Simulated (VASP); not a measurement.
Wanted: the native input for a VASP 6.6.1 run.

```yaml
Task: single point
Functional: PBE
Potentials_or_basis: VASP PAW PBE potentials, release 64 (Ir)
Cutoff: 520 eV
k_mesh: 20 × 20 × 20
Occupations: fermi-dirac, width 0.05 eV
Spin: collinear spin, ferromagnetic start
Starting_moments: "[1.0] μB"
Dipole_correction: no
Further_INCAR_settings: ALGO = Normal; EDIFF = 1e-06; NBANDS = 14
```

The structure of Ir lies in POSCAR:

```
Ir
1.0
    2.5370502048      0.0000000000      0.0000000000
    0.0000000000      2.5370502048      0.0000000000
    0.0000000000      0.0000000000      2.5370502048
Ir
1
Direct
    0.0000000000      0.0000000000      0.0000000000
```

This cell differs from its parent crystal: volume scaled by 0.96.

The input as run:

INCAR

```
SYSTEM = Ir
  PREC = Accurate
  ENCUT = 520
  EDIFF = 1E-6
  ISMEAR = -1
  SIGMA = 0.05
  LREAL = .FALSE.
  LASPH = .TRUE.
  NELM = 150
  ALGO = Normal
  ISIF = 2
  LWAVE = .FALSE.
  LCHARG = .FALSE.
  ISPIN = 2
  MAGMOM = 1
  LORBIT = 11
  LMAXMIX = 4
  GGA = PE
  NBANDS = 14
```

KPOINTS

```
regular mesh
0
G
  20 20 20
  0 0 0
```

Potentials or basis: VASP PAW PBE potentials, release 64 (Ir).

Command:

```bash
$ cat potpaw_PBE.64/Ir/POTCAR > POTCAR
$ mpirun -np 1 vasp_std > vasp.out
```

It gave:

| Item | Value |
| --- | --- |
| Pressure | 10.9 GPa |
| Net moment | 0.00 μB per cell |
| Valence electrons inside the program's atomic spheres | Ir 8.37 |

Wall time 93 s on 1 thread of AMD EPYC 9R14 (Zen 4), on a shared host, peak memory 0.17 GiB.
